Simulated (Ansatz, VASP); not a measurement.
One calculation of Zn, two programs

INCAR

```
PREC     = Accurate       # precision mode
ENCUT    = 500            # plane-wave cutoff, eV
EDIFF    = 1E-6           # SCF threshold, eV
ISMEAR   = 0              # smearing method
SIGMA    = 0.15           # smearing width, eV
LREAL    = F              # projectors in reciprocal space
LASPH    = T              # aspherical terms in the spheres
NELM     = 120            # most SCF steps
ALGO     = Normal         # electronic algorithm
ISIF     = 2              # what is computed and relaxed
LWAVE    = F              # write WAVECAR
LCHARG   = F              # write CHGCAR
GGA      = PE             # functional
NBANDS   = 19             # bands
GGA_COMPAT= F
```

File KPOINTS:

```
Automatic mesh
0
Gamma
  24 24 10
```

POSCAR

```
Zn
1.0
    2.6647980532      0.0599579562      0.0000000000
   -1.2804739134      2.2778038319      0.0000000000
    0.0000000000      0.0000000000      4.9467000000
Zn
2
Direct
    0.3333333333      0.6666666667      0.2500000000
    0.6666666667      0.3333333333      0.7500000000
```

Input for Ansatz:

```yaml
crystal:
  lattice:
    - [2.6647980532, 0.0599579562, 0.0]
    - [-1.2804739134, 2.2778038319, 0.0]
    - [0.0, 0.0, 4.9467]
  atoms:
    - { symbol: Zn, position: [0.3333333333, 0.6666666667, 0.25] }
    - { symbol: Zn, position: [0.6666666667, 0.3333333333, 0.75] }
basis:
  ecutwfc: 420
kpoints:
  mp_grid: { grid: [24, 24, 10] }
hamiltonian:
  xc: pbe
scf:
  occupations: { method: gaussian, width: 0.15 }
output:
  forces: true
  stress: true
  eigenvalues: true
```

Change from the starting cell: strain +0.0450 x Voigt [0, 0, 0, 0, 0, 1], atoms carried along.

Alike in both runs: task single point; functional PBE; k mesh 24 × 24 × 10; occupations gaussian, width 0.15 eV; no spin polarisation.

|  | VASP | Ansatz |
| --- | --- | --- |
| version | VASP 6.6.1 | Ansatz 0.2.0 |
| potentials or method | VASP PAW PBE potentials, release 64 (Zn), cutoff 500 eV | scalar-relativistic, plane waves, PAW |
| valence electrons in the cell | 24 | 24 |

|  | VASP | Ansatz | Ansatz less VASP |
| --- | --- | --- | --- |
| gap on the k mesh at the Fermi level (eV) | none | none | - |
| pressure (GPa) | 0.3 | 0.0 | -0.33 |
| traceless stress, the component that is largest in VASP (GPa) | -2.54 | -2.53 | +0.015 |
| rms of the force components (eV/Å) | 0.009 | 0.010 | +0.0010 |

Atom by atom the forces differ by 0.001 eV/Å (rms over components). A gap of «none» marks a metal or a gap that the smearing closes. With one functional, cell and mesh, what is left measures potentials, basis and numerics.
